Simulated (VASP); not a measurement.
# Li (P6_3/mmc) in VASP: further runs, part 2 of 2

VASP 6.6.1. Earlier steps stand in the parts before.

### Step 4. Single point, PBE (volume scaled by 1.02)

The input, INCAR:

```
PREC     = Accurate       # precision mode
ENCUT    = 520            # plane-wave cutoff, eV
EDIFF    = 1E-7           # SCF threshold, eV
ISMEAR   = -1             # smearing method
SIGMA    = 0.05           # smearing width, eV
LREAL    = F              # projectors in reciprocal space
LASPH    = T              # aspherical terms in the spheres
NELM     = 100            # most SCF steps
ALGO     = Normal         # electronic algorithm
ISIF     = 2              # what is computed and relaxed
LWAVE    = F              # write WAVECAR
LCHARG   = T              # write CHGCAR
GGA      = PE             # functional
LELF     = T              # ELF
LVHAR    = T            
NBANDS   = 10             # bands
```

The input, KPOINTS:

```
Automatic mesh
0
Gamma
  10 10 5
```

The input, POSCAR:

```
Li
1.0
    3.1316032494      0.0000000000      0.0000000000
   -1.5658016247      2.7120479686      0.0000000000
    0.0000000000      0.0000000000      5.1267294598
Li
2
Direct
    0.6666666667      0.3333333333      0.7500000000
    0.3333333333      0.6666666667      0.2500000000
```

Potentials or basis: VASP PAW PBE potentials, release 64 (Li_sv).

The run is started by

```bash
$ cat potpaw_PBE.64/Li_sv/POTCAR > POTCAR
$ mpirun -np 1 vasp_std > vasp.out
```

OUTCAR:

```text
PREC = Accurate
   ENCUT = 520
   EDIFF = 1E-7
   ISMEAR = -1
   LREAL = F
   LASPH = T
   NELM = 100
   ISIF = 2
   GGA = PE

 ion  position               nearest neighbor table
   1  0.667  0.333  0.750-
   2  0.333  0.667  0.250-

  LATTYP: Found a hexagonal cell.
 ALAT       =     3.1316032494
 C/A-ratio  =     1.6370941820

  Lattice vectors:

 A1 = (   3.1316032494,   0.0000000000,   0.0000000000)
 A2 = (  -1.5658016247,   2.7120479686,   0.0000000000)
 A3 = (   0.0000000000,   0.0000000000,   5.1267294598)

Analysis of symmetry for initial positions (statically):
=====================================================================
 Subroutine PRICEL returns:
 Original cell was already a primitive cell.

 Routine SETGRP: Setting up the symmetry group for a
 hexagonal supercell.

 Subroutine GETGRP returns: Found 24 space group operations
 (whereof 12 operations were pure point group operations)
 out of a pool of 24 trial point group operations.

The static configuration has the point symmetry D_3d.
 The point group associated with its full space group is D_6h.

Analysis of symmetry for dynamics (positions and initial velocities):
=====================================================================
 Subroutine PRICEL returns:
 Original cell was already a primitive cell.

 Routine SETGRP: Setting up the symmetry group for a
 hexagonal supercell.

 Subroutine GETGRP returns: Found 24 space group operations
 (whereof 12 operations were pure point group operations)
 out of a pool of 24 trial point group operations.

The dynamic configuration has the point symmetry D_3d.
[... 112 lines left out ...]
   NUPDOWN=      -1.0000    fix difference up-down
   EMIN   =  10.00;   EMAX   =-10.00  energy-range for DOS
   EFERMI =   0.00;   METHOD = LEGACY
   ISMEAR =    -1;   SIGMA  =   0.05  broadening in eV -4-tet -1-fermi 0-gaus
   EFERMI_NEDOS =   21; number of points for ismear=-14 and -15
   IALGO  =     38    algorithm
   IMIX   =      4    mixing-type and parameters
     AMIX     =   0.40;   BMIX     =  1.00
     AMIX_MAG =   1.60;   BMIX_MAG =  1.00
  volume/ion in A,a.u.               =      21.77       146.92
  Fermi-wavevector in a.u.,A,eV,Ry     =   0.845585  1.597923  9.728347  0.715013
  Thomas-Fermi vector in A             =   1.960796
   LORBIT       =      0    0 simple, 1 ext, 2 COOP (PROOUT), +10 PAW based schemes
   GGA     = PE    functional components
   LHFCALC =     F    Hartree Fock is set to
   AEXX    =    0.0000 exact exchange contribution
   IVDW    =     0    specifies the selected vdW correction
   LEPSILON=     F    determine dielectric tensor
   LRPA    =     F    only Hartree local field effects (RPA)
 non-spin polarized calculation
  energy-cutoff  :      520.00
  volume of cell :       43.54
 maximum number of plane-waves:      1187
 NGX is ok and might be reduce to    24
   NGX = 11   NGY = 11   NGZ = 19

 number of electron       5.9999995 magnetization

 Free energy of the ion-electron system (eV)
  ---------------------------------------------------
  ext. energy  EPLUGINS =         0.00000000
  ---------------------------------------------------
  free energy    TOTEN  =        -3.80764605 eV

  energy without entropy =       -3.79993826  energy(sigma->0) =       -3.80379216

 E-fermi :   0.4187     XC(G=0):  -6.8728

 val. band max:        0.3975147187   @ k =   0.2000   0.2000   0.4000
 cond. band min:       0.4319173328   @ k =   0.0000   0.0000   0.0000
 fundamental gap:      0.0344026141
 Fermi energy:         0.4186521136

 k-point     1 :       0.0000    0.0000    0.0000
  band No.  band energies     occupation
      1     -46.2214      2.00000
      2     -46.2082      2.00000
      3      -3.0345      2.00000
      4       0.4319      0.86812
      5       3.1103      0.00000
      6      12.3043      0.00000
      7      12.3043      0.00000
      8      13.6386      0.00000
      9      13.6386      0.00000
     10      14.1445      0.00000
[... 287 lines left out ...]
 k-point    24 :       0.4000    0.1000    0.2000
  band No.  band energies     occupation
      1     -46.2076      2.00000
      2     -46.2042      2.00000
      3       0.2933      1.84921
      4       1.8115      0.00000
      5       4.0027      0.00000
      6       5.3597      0.00000
      7       6.9827      0.00000
      8       8.2433      0.00000
      9       9.9941      0.00000
     10      10.9625      0.00000

 [... further k-points ...]
[... 5 lines left out ...]
  --------------------------------------------------------------------------------------
  -------------------------------------------------------------------------------------
  Total       -0.2454251     -0.2454251     -0.2992774      0.0000000      0.0000000      0.0000000
  in kB       -9.0307772     -9.0307772    -11.0123490      0.0000000      0.0000000      0.0000000
  external PRESSURE =      -9.6913011 kB  Pullay stress =       0.0000000 kB

 VOLUME and BASIS-vectors are now :
 -----------------------------------------------------------------------------
  energy-cutoff  :      520.00
  volume of cell :       43.54
      direct lattice vectors                 reciprocal lattice vectors
     3.131603249  0.000000000  0.000000000     0.319325253  0.184362521  0.000000000
    -1.565801625  2.712047969  0.000000000     0.000000000  0.368725042  0.000000000
     0.000000000  0.000000000  5.126729460     0.000000000  0.000000000  0.195056128

 POSITION                                       TOTAL-FORCE (eV/Angst)
 -----------------------------------------------------------------------------------
      1.56580      0.90402      3.84505         0.000000      0.000000      0.000000
     -0.00000      1.80803      1.28168        -0.000000      0.000000      0.000000
 -----------------------------------------------------------------------------------
    total drift:                               -0.000000      0.000000     -0.000000

  FREE ENERGIE OF THE ION-ELECTRON SYSTEM (eV)
  ---------------------------------------------------
  free  energy   TOTEN  =        -3.8076460523 eV

  energy  without entropy=       -3.7999382643  energy(sigma->0) =       -3.80379216
```

OSZICAR:

```text
N       E                     dE             d eps       ncg     rms          rms(c)
DAV:   1     0.167479618956E+02    0.16748E+02   -0.32028E+03   840   0.559E+02
DAV:   2    -0.131460092864E+01   -0.18063E+02   -0.17629E+02  1090   0.108E+02
DAV:   3    -0.376890113582E+01   -0.24543E+01   -0.24404E+01  1344   0.298E+01
DAV:   4    -0.381077569631E+01   -0.41875E-01   -0.41839E-01  1128   0.449E+00
DAV:   5    -0.381131293165E+01   -0.53724E-03   -0.53723E-03  1158   0.445E-01    0.371E-01
DAV:   6    -0.380887503164E+01    0.24379E-02   -0.57059E-04  1516   0.121E-01    0.210E-01
DAV:   7    -0.380765217107E+01    0.12229E-02   -0.11900E-03  1622   0.164E-01    0.350E-02
DAV:   8    -0.380765473163E+01   -0.25606E-05   -0.23106E-05   990   0.425E-02    0.234E-03
DAV:   9    -0.380764897385E+01    0.57578E-05   -0.12488E-06  1494   0.105E-02    0.628E-04
DAV:  10    -0.380764615544E+01    0.28184E-05   -0.53626E-08   732   0.198E-03    0.145E-04
DAV:  11    -0.380764600535E+01    0.15009E-06   -0.11925E-08   536   0.977E-04    0.628E-05
DAV:  12    -0.380764605226E+01   -0.46904E-07   -0.23840E-09   482   0.483E-04
   1 F= -.38076461E+01 E0= -.38037922E+01  d E =-.770779E-02
```

stdout:

```text
POSCAR found type information on POSCAR Li
 POSCAR found :  1 types and       2 ions
 scaLAPACK will be used
 LDA part: xc-table for (Slater+PW92), standard interpolation
 POSCAR, INCAR and KPOINTS ok, starting setup
 FFT: planning ... GRIDC
 FFT: planning ... GRID_SOFT
 FFT: planning ... GRID
 WAVECAR not read
 entering main loop
```

Run time: 11 s. Hardware: 1 thread of Intel Xeon 6975P-C, shared host; peak memory 0.15 GiB.

What came out:

```yaml
Free_energy: -3.8076 eV
Band_gap_on_the_k_mesh: zero (band 3 reaches 1.74 eV, above the bottom of band 4 at -1.49 eV)
```

Levels at points of the mesh, in eV from the Fermi level:
| k point | band 1 | band 2 | band 3 | band 4 | band 5 | band 6 | band 7 | band 8 |
| --- | --- | --- | --- | --- | --- | --- | --- | --- |
| (0.00, 0.00, 0.00) | -46.64 | -46.63 | -3.45 | 0.01 | 2.69 | 11.89 | 11.89 | 13.22 |
| (0.50, 0.00, 0.00) | -46.63 | -46.62 | -0.05 | 0.98 | 4.49 | 5.61 | 5.89 | 7.47 |

Caveat: the cutoff is under 1.25 times the usual one of these potentials, so pressure, stress and relaxed cells hold a basis-set (Pulay) error.

### Step 5. Single point, PBE (volume scaled by 1.04)

The input, INCAR:

```
SYSTEM = Li
ALGO = Normal
EDIFF = 1E-6
ENCUT = 520
GGA = PE
ISIF = 2
ISMEAR = -1
LASPH = .TRUE.
LCHARG = .FALSE.
LREAL = .FALSE.
LWAVE = .FALSE.
NBANDS = 10
NELM = 80
PREC = Accurate
SIGMA = 0.05
```

The input, KPOINTS:

```
k-points
0
G
  10 10 5
  0 0 0
```

The input, POSCAR:

```
Li
1.0
    3.1519389053      0.0000000000      0.0000000000
   -1.5759694526      2.7296591632      0.0000000000
    0.0000000000      0.0000000000      5.1600208437
Li
2
Direct
    0.6666666667      0.3333333333      0.7500000000
    0.3333333333      0.6666666667      0.2500000000
```

The run is started by

```bash
$ cat potpaw_PBE.64/Li_sv/POTCAR > POTCAR
$ mpirun -np 1 vasp_std > vasp.out
```

Wall time 9 s (1 thread of Intel Xeon 6975P-C, shared host); peak memory 0.15 GiB.

The run converged. Its results:

| Item | Value |
| --- | --- |
| Free energy | -3.8025 eV |
| Band gap on the k mesh | zero (band 3 reaches 1.67 eV, above the bottom of band 4 at -1.52 eV) |

Levels at points of the mesh, in eV from the Fermi level:
```
           k point  band 1  band 2  band 3  band 4  band 5  band 6  band 7
(0.00, 0.00, 0.00)  -46.67  -46.66   -3.43    0.02    2.63   11.73   11.73
(0.50, 0.00, 0.00)  -46.66  -46.66   -0.04    0.96    4.44    5.55    5.80
```

Caveat: the cutoff is under 1.25 times the usual one of these potentials, so pressure, stress and relaxed cells hold a basis-set (Pulay) error.

### Step 6. Summary

| cell | gap on the mesh (eV) |
| --- | --- |
| a = 3.111, b = 3.111, c = 5.093 Å, angles 90.0, 90.0, 120.0°, 2 atoms | none |
| a = 3.047, b = 3.047, c = 4.989 Å, angles 90.0, 90.0, 120.0°, 2 atoms | none |
| a = 3.132, b = 3.132, c = 5.127 Å, angles 90.0, 90.0, 120.0°, 2 atoms | none |
| a = 3.152, b = 3.152, c = 5.160 Å, angles 90.0, 90.0, 120.0°, 2 atoms | none |

Alike in all rows: task single point; level PBE; potentials or basis VASP PAW PBE potentials, release 64 (Li_sv); no spin polarisation; k mesh 10 × 10 × 5; cutoff (eV) 520; smearing fermi-dirac 0.05 eV.

Caveats: the cutoff is under 1.25 times the usual one of these potentials, so pressure, stress and relaxed cells hold a basis-set (Pulay) error.

Absolute energies hang on the potentials; compare differences alone.
